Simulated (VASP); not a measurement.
# Hf (P6/mmm) in VASP: a series of runs

The runs below take Hf through single point, relaxation of shape and atoms at fixed volume, with PBE.

Everything below comes from runs of VASP 6.6.1. Logs are shortened: lines on timing, memory, paths and dates and some standing lists are left out, and cuts for length are marked.

## 1. The cell of the first run

Symmetry: P6/mmm, No. 191, hexagonal system. The conventional cell has a = 4.993 Å, b = 4.993 Å, c = 3.103 Å, α = 90.00°, β = 90.00°, γ = 120.00°. Within 4.1 Å of Hf (site symmetry 6/mmm) lie 14 Hf at 3.10 to 3.27 Å. Hf (site symmetry -6m2) has 11 Hf at 2.88 to 3.27 Å within 3.8 Å.

This isn't the form of Hf at room conditions, which is hcp.

## 2. Single point, PBE

INCAR reads:

```
SYSTEM = Hf
ALGO = Normal
EDIFF = 1E-6
ENCUT = 520
GGA = PE
ISIF = 2
ISMEAR = -1
LASPH = .True.
LCHARG = .True.
LELF = .True.
LREAL = .False.
LVHAR = .True.
LWAVE = .False.
NBANDS = 22
NELM = 100
PREC = Accurate
SIGMA = 0.08
```

KPOINTS reads:

```
k-points
0
Gamma
  8 8 11
  0 0 0
```

POSCAR reads:

```
Hf
1.0
    4.9934208615      0.0000000000      0.0000000000
   -2.4967104308      4.3244293178      0.0000000000
    0.0000000000      0.0000000000      3.1029431208
Hf
3
Direct
    0.0000000000      0.0000000000      0.0000000000
    0.3333333333      0.6666666667      0.5000000000
    0.6666666667      0.3333333333      0.5000000000
```

Potentials or basis: VASP PAW PBE potentials, release 64 (Hf_pv).

Launch:

```console
$ cat potpaw_PBE.64/Hf_pv/POTCAR > POTCAR
$ mpirun -np 1 vasp_std > vasp.out
```

OUTCAR:

```text
SYSTEM = Hf
   EDIFF = 1E-6
   ENCUT = 520
   GGA = PE
   ISIF = 2
   ISMEAR = -1
   LASPH = .True.
   LREAL = .False.
   NELM = 100
   PREC = Accurate

 ion  position               nearest neighbor table
   1  0.000  0.000  0.000-   2 3.27   3 3.27   2 3.27   3 3.27   2 3.27   2 3.27   3 3.27   3 3.27
                             3 3.27   3 3.27   2 3.27   2 3.27
   2  0.333  0.667  0.500-   3 2.88   3 2.88   3 2.88   1 3.27   1 3.27   1 3.27   1 3.27   1 3.27
                             1 3.27
   3  0.667  0.333  0.500-   2 2.88   2 2.88   2 2.88   1 3.27   1 3.27   1 3.27   1 3.27   1 3.27
                             1 3.27

  LATTYP: Found a hexagonal cell.
 ALAT       =     4.9934208615
 C/A-ratio  =     0.6214062878

  Lattice vectors:

 A1 = (   4.9934208615,   0.0000000000,   0.0000000000)
 A2 = (  -2.4967104308,   4.3244293178,   0.0000000000)
 A3 = (   0.0000000000,   0.0000000000,   3.1029431208)

Analysis of symmetry for initial positions (statically):
=====================================================================
 Subroutine PRICEL returns:
 Original cell was already a primitive cell.

 Routine SETGRP: Setting up the symmetry group for a
 hexagonal supercell.

 Subroutine GETGRP returns: Found 24 space group operations
 (whereof 24 operations were pure point group operations)
 out of a pool of 24 trial point group operations.

The static configuration has the point symmetry D_6h.

Analysis of symmetry for dynamics (positions and initial velocities):
=====================================================================
 Subroutine PRICEL returns:
 Original cell was already a primitive cell.

 Routine SETGRP: Setting up the symmetry group for a
 hexagonal supercell.

 Subroutine GETGRP returns: Found 24 space group operations
 (whereof 24 operations were pure point group operations)
 out of a pool of 24 trial point group operations.

The dynamic configuration has the point symmetry D_6h.

 Subroutine INISYM returns: Found 24 space group operations
 (whereof 24 operations are pure point group operations),
 and found     1 'primitive' translations

----------------------------------------------------------------------------------------

                                     Primitive cell

  volume of cell :      67.0040

  direct lattice vectors                    reciprocal lattice vectors
     4.993420861  0.000000000  0.000000000     0.200263512  0.115622193  0.000000000
    -2.496710431  4.324429318  0.000000000     0.000000000  0.231244385  0.000000000
     0.000000000  0.000000000  3.102943121     0.000000000  0.000000000  0.322274680

  length of vectors
     4.993420861  4.993420861  3.102943121     0.231244385  0.231244385  0.322274680

  position of ions in fractional coordinates (direct lattice)
     0.000000000  0.000000000  0.000000000
     0.333333333  0.666666667  0.500000000
     0.666666667  0.333333333  0.500000000

  ion indices of the primitive-cell ions
   primitive index   ion index
                 1           1
                 2           2
                 3           3

----------------------------------------------------------------------------------------

 KPOINTS: k-points

Automatic generation of k-mesh.
 Grid dimensions read from file:
 generate k-points for:    8    8   11

 Generating k-lattice:

  Cartesian coordinates                     Fractional coordinates (reciprocal lattice)
     0.025032939  0.014452774  0.000000000     0.125000000  0.000000000  0.000000000
     0.000000000  0.028905548  0.000000000     0.000000000  0.125000000  0.000000000
     0.000000000  0.000000000  0.029297698     0.000000000  0.000000000  0.090909091

  Length of vectors
     0.028905548  0.028905548  0.029297698

  Shift w.r.t. Gamma in fractional coordinates (k-lattice)
     0.000000000  0.000000000  0.000000000

 Subroutine IBZKPT returns following result:
 ===========================================

 Found     60 irreducible k-points:

 Following reciprocal coordinates:
            Coordinates               Weight
  0.000000  0.000000  0.000000      1.000000
  0.125000  0.000000  0.000000      6.000000
  0.250000  0.000000  0.000000      6.000000
  0.375000  0.000000  0.000000      6.000000
  0.500000  0.000000  0.000000      3.000000
  0.125000  0.125000  0.000000      6.000000
[... 16 lines left out ...]
  0.250000  0.000000  0.181818     12.000000
  0.375000  0.000000  0.181818     12.000000
 [... further k-points ...]
   k-points           NKPTS =     60   k-points in BZ     NKDIM =     60   number of bands    NBANDS=     22
   number of dos      NEDOS =    301   number of ions     NIONS =      3
   total plane-waves  NPLWV =  38400
   dimension x,y,z NGX =    40 NGY =   40 NGZ =   24
   dimension x,y,z NGXF=    80 NGYF=   80 NGZF=   48
   ions per type =               3
   NGX,Y,Z   is equivalent  to a cutoff of  13.32, 13.32, 12.86 a.u.
   NGXF,Y,Z  is equivalent  to a cutoff of  26.63, 26.63, 25.72 a.u.
 SYSTEM =  Hf
   PREC   = accura    normal or accurate (medium, high low for compatibility)
   ISTART =      0    job   : 0-new  1-cont  2-samecut
   ICHARG =      2    charge: 1-file 2-atom 10-const
   ISPIN  =      1    spin polarized calculation?
   LNONCOLLINEAR =      F non collinear calculations
   LSORBIT =      F    spin-orbit coupling
   LASPH  =      T    aspherical Exc in radial PAW
   ENCUT  =  520.0 eV  38.22 Ry    6.18 a.u.   9.28  9.28  5.77*2*pi/ulx,y,z
   NELM   =    100;   NELMIN=  2; NELMDL= -5     # of ELM steps
   EDIFF  = 0.1E-05   stopping-criterion for ELM
   LREAL  =      F    real-space projection
   EDIFFG = 0.1E-04   stopping-criterion for IOM
   NSW    =      0    number of steps for IOM
   IBRION =     -1    ionic relax: 0-MD 1-quasi-New 2-CG
   NFREE  =      0    steps in history (QN), initial steepest desc. (CG)
   ISIF   =      2    stress and relaxation
   ISYM   =      2    0-nonsym 1-usesym 2-fastsym
   POTIM  = 0.5000    time-step for ionic-motion
   TEBEG  =    0.0;   TEEND  =   0.0 temperature during run
   PSTRESS=    0.0 pullay stress
   NELECT =      30.0000    total number of electrons
   NUPDOWN=      -1.0000    fix difference up-down
   EMIN   =  10.00;   EMAX   =-10.00  energy-range for DOS
   EFERMI =   0.00;   METHOD = LEGACY
   ISMEAR =    -1;   SIGMA  =   0.08  broadening in eV -4-tet -1-fermi 0-gaus
   EFERMI_NEDOS =   21; number of points for ismear=-14 and -15
   IALGO  =     38    algorithm
   IMIX   =      4    mixing-type and parameters
     AMIX     =   0.40;   BMIX     =  1.00
     AMIX_MAG =   1.60;   BMIX_MAG =  1.00
  volume/ion in A,a.u.               =      22.33       150.72
  Fermi-wavevector in a.u.,A,eV,Ry     =   1.252415  2.366721 21.341333  1.568544
  Thomas-Fermi vector in A             =   2.386317
   LORBIT       =      0    0 simple, 1 ext, 2 COOP (PROOUT), +10 PAW based schemes
   GGA     = PE    functional components
   LHFCALC =     F    Hartree Fock is set to
   AEXX    =    0.0000 exact exchange contribution
   IVDW    =     0    specifies the selected vdW correction
   LEPSILON=     F    determine dielectric tensor
   LRPA    =     F    only Hartree local field effects (RPA)
 non-spin polarized calculation
  energy-cutoff  :      520.00
  volume of cell :       67.00
 maximum number of plane-waves:      1830
 NGX is ok and might be reduce to    40
   NGX = 19   NGY = 19   NGZ = 11

 number of electron      30.0000003 magnetization

 Free energy of the ion-electron system (eV)
  ---------------------------------------------------
  ext. energy  EPLUGINS =         0.00000000
  ---------------------------------------------------
  free energy    TOTEN  =       -29.66905465 eV

  energy without entropy =      -29.61521941  energy(sigma->0) =      -29.64213703

 E-fermi :   4.7332     XC(G=0): -11.2898

 val. band max:        4.7183787316   @ k =   0.3750   0.1250   0.0000
 cond. band min:       4.7390370507   @ k =   0.2500   0.2500   0.0000
 fundamental gap:      0.0206583191
 Fermi energy:         4.7331808278

 k-point     1 :       0.0000    0.0000    0.0000
  band No.  band energies     occupation
      1     -25.9919      2.00000
      2     -25.9919      2.00000
      3     -25.9268      2.00000
      4     -25.9268      2.00000
      5     -25.5938      2.00000
      6     -25.3589      2.00000
[... 14 lines left out ...]
     21       7.6126      0.00000
     22       7.6451      0.00000

 k-point     2 :       0.1250    0.0000    0.0000
  band No.  band energies     occupation
      1     -26.0586      2.00000
      2     -26.0416      2.00000
      3     -25.8584      2.00000
      4     -25.8420      2.00000
      5     -25.5879      2.00000
      6     -25.3601      2.00000
[... 14 lines left out ...]
     21       7.1652      0.00000
     22       8.2661      0.00000

 k-point     3 :       0.2500    0.0000    0.0000
  band No.  band energies     occupation
      1     -26.1345      2.00000
      2     -26.0553      2.00000
      3     -25.7782      2.00000
      4     -25.7456      2.00000
      5     -25.5730      2.00000
      6     -25.3619      2.00000
[... 14 lines left out ...]
     21       7.5437      0.00000
     22       8.9619      0.00000

 k-point     4 :       0.3750    0.0000    0.0000
  band No.  band energies     occupation
      1     -26.1857      2.00000
      2     -26.0096      2.00000
      3     -25.7318      2.00000
      4     -25.7227      2.00000
      5     -25.5573      2.00000
      6     -25.3965      2.00000
[... 14 lines left out ...]
     21       8.3306      0.00000
     22       8.5743      0.00000

 k-point     5 :       0.5000    0.0000    0.0000
  band No.  band energies     occupation
      1     -26.2036      2.00000
      2     -25.9605      2.00000
      3     -25.7736      2.00000
      4     -25.7029      2.00000
      5     -25.5504      2.00000
      6     -25.4063      2.00000
[... 14 lines left out ...]
     21       7.7780      0.00000
     22       9.0328      0.00000

 k-point     6 :       0.1250    0.1250    0.0000
  band No.  band energies     occupation
      1     -26.0934      2.00000
      2     -26.0823      2.00000
      3     -25.8069      2.00000
      4     -25.7555      2.00000
      5     -25.5775      2.00000
      6     -25.3615      2.00000
[... 14 lines left out ...]
     21       7.3790      0.00000
     22       8.8691      0.00000

 k-point     7 :       0.2500    0.1250    0.0000
  band No.  band energies     occupation
      1     -26.1413      2.00000
      2     -26.0632      2.00000
      3     -25.7862      2.00000
      4     -25.6688      2.00000
      5     -25.5622      2.00000
      6     -25.3931      2.00000
[... 324 lines left out ...]
      6     -25.4765      2.00000
[... 14 lines left out ...]
     21       7.5443      0.00000
     22       9.1748      0.00000

 k-point    21 :       0.0000    0.0000    0.1818
  band No.  band energies     occupation
      1     -25.9593      2.00000
      2     -25.9593      2.00000
      3     -25.9075      2.00000
      4     -25.9075      2.00000
      5     -25.7333      2.00000
      6     -25.5316      2.00000
[... 14 lines left out ...]
     21       7.1397      0.00000
     22       8.3877      0.00000

 k-point    22 :       0.1250    0.0000    0.1818
  band No.  band energies     occupation
      1     -26.0187      2.00000
      2     -26.0067      2.00000
      3     -25.8489      2.00000
      4     -25.8349      2.00000
      5     -25.7281      2.00000
      6     -25.5308      2.00000
[... 14 lines left out ...]
     21       7.0281      0.00000
     22       8.6755      0.00000

 k-point    23 :       0.2500    0.0000    0.1818
  band No.  band energies     occupation
      1     -26.0861      2.00000
      2     -26.0264      2.00000
      3     -25.7836      2.00000
      4     -25.7670      2.00000
      5     -25.7111      2.00000
      6     -25.5175      2.00000
[... 14 lines left out ...]
     21       7.3303      0.00000
     22       9.1229      0.00000

 k-point    24 :       0.3750    0.0000    0.1818
  band No.  band energies     occupation
      1     -26.1319      2.00000
      2     -25.9977      2.00000
      3     -25.7970      2.00000
      4     -25.7402      2.00000
      5     -25.6515      2.00000
      6     -25.4919      2.00000
[... 14 lines left out ...]
     21       7.9703      0.00000
     22       8.5155      0.00000

 [... further k-points ...]

------------------------ aborting loop because EDIFF is reached ----------------------------------------

  FORCE on cell =-STRESS in cart. coord.  units (eV):
  Direction    XX          YY          ZZ          XY          YZ          ZX
  --------------------------------------------------------------------------------------
  -------------------------------------------------------------------------------------
  Total       -0.2133095     -0.2133095     -0.1475965      0.0000000      0.0000000      0.0000000
  in kB       -5.1005854     -5.1005854     -3.5292769      0.0000000      0.0000000      0.0000000
  external PRESSURE =      -4.5768159 kB  Pullay stress =       0.0000000 kB

 VOLUME and BASIS-vectors are now :
 -----------------------------------------------------------------------------
  energy-cutoff  :      520.00
  volume of cell :       67.00
      direct lattice vectors                 reciprocal lattice vectors
     4.993420861  0.000000000  0.000000000     0.200263512  0.115622193  0.000000000
    -2.496710431  4.324429318  0.000000000     0.000000000  0.231244385  0.000000000
     0.000000000  0.000000000  3.102943121     0.000000000  0.000000000  0.322274680

 POSITION                                       TOTAL-FORCE (eV/Angst)
 -----------------------------------------------------------------------------------
      0.00000      0.00000      0.00000         0.000000      0.000000      0.000000
     -0.00000      2.88295      1.55147        -0.000000      0.000000     -0.000000
      2.49671      1.44148      1.55147         0.000000     -0.000000      0.000000
 -----------------------------------------------------------------------------------
    total drift:                                0.000000     -0.000000      0.000000

  FREE ENERGIE OF THE ION-ELECTRON SYSTEM (eV)
  ---------------------------------------------------
  free  energy   TOTEN  =       -29.6690546482 eV

  energy  without entropy=      -29.6152194067  energy(sigma->0) =      -29.64213703
```

Wall time 1.8 min (1 thread of Intel Xeon 8259CL, shared host); peak memory 0.23 GiB.

What came out:

* Free energy: -29.6691 eV
* Pressure: -0.5 GPa
* Band gap on the k mesh: zero (bands 15 and 16 overlap by 0.91 eV)

Caveat: spin-orbit coupling is left out, which moves the levels of the heavy elements.

## 3. Relaxation of shape and atoms at fixed volume, PBE

This run uses another cell than the first one, of 8.93 Å³/atom.

INCAR reads:

```
SYSTEM = Hf
ALGO     = Normal         ! electronic algorithm
EDIFF    = 1E-6           ! SCF threshold, eV
EDIFFG   = -0.005         ! ionic threshold
ENCUT    = 600            ! plane-wave cutoff, eV
GGA      = PE             ! functional
IBRION   = 2              ! ionic algorithm
ISIF     = 4              ! what is computed and relaxed
ISMEAR   = -1             ! smearing method
LASPH    = .True.         ! aspherical terms in the spheres
LCHARG   = .False.        ! write CHGCAR
LREAL    = .False.        ! projectors in reciprocal space
LWAVE    = .False.        ! write WAVECAR
NELM     = 80             ! most SCF steps
NSW      = 50             ! ionic steps
PREC     = Accurate       ! precision mode
SIGMA    = 0.08           ! smearing width, eV
```

KPOINTS is that of step 2.

POSCAR reads:

```
Hf
1.0
    3.6791839479      0.0000000000      0.0000000000
   -1.8395919740      3.1862667641      0.0000000000
    0.0000000000      0.0000000000      2.2862680391
Hf
3
Direct
    0.0000000000      0.0000000000      0.0000000000
    0.3333333333      0.6666666667      0.5000000000
    0.6666666667      0.3333333333      0.5000000000
```

Potentials or basis: VASP PAW PBE potentials, release 64 (Hf_pv).

Launch:

```console
$ cat potpaw_PBE.64/Hf_pv/POTCAR > POTCAR
$ mpirun -np 1 vasp_std > vasp.out
```

Run time: 3.4 min. Hardware: 1 thread of Intel Xeon 8259CL, shared host; peak memory 0.17 GiB.

Results (log left out):

```
Free energy             : 0.0959 eV
Pressure after relaxing : 495.6 GPa
Band gap on the k mesh  : zero (bands 15 and 16 overlap by 3.62 eV)
```

Final structure:
```
Hf
1.0
     3.75905    0.00000    0.00000
    -1.87952    3.25543    0.00000
     0.00000    0.00000    2.19016
Hf
3
Direct
  0.00000 0.00000 0.00000
  0.33333 0.66667 0.50000
  0.66667 0.33333 0.50000
```

Levels at points of the mesh, in eV from the Fermi level:
| k point | band 12 | band 13 | band 14 | band 15 | band 16 | band 17 | band 18 | band 19 |
| --- | --- | --- | --- | --- | --- | --- | --- | --- |
| (0.00, 0.00, 0.00) | -1.06 | -0.26 | 0.94 | 0.94 | 1.97 | 1.97 | 2.55 | 2.55 |
| (0.50, 0.00, 0.00) | -4.27 | -3.27 | -3.07 | -1.61 | 0.38 | 1.57 | 2.70 | 7.00 |

Caveat: spin-orbit coupling is left out, which moves the levels of the heavy elements.
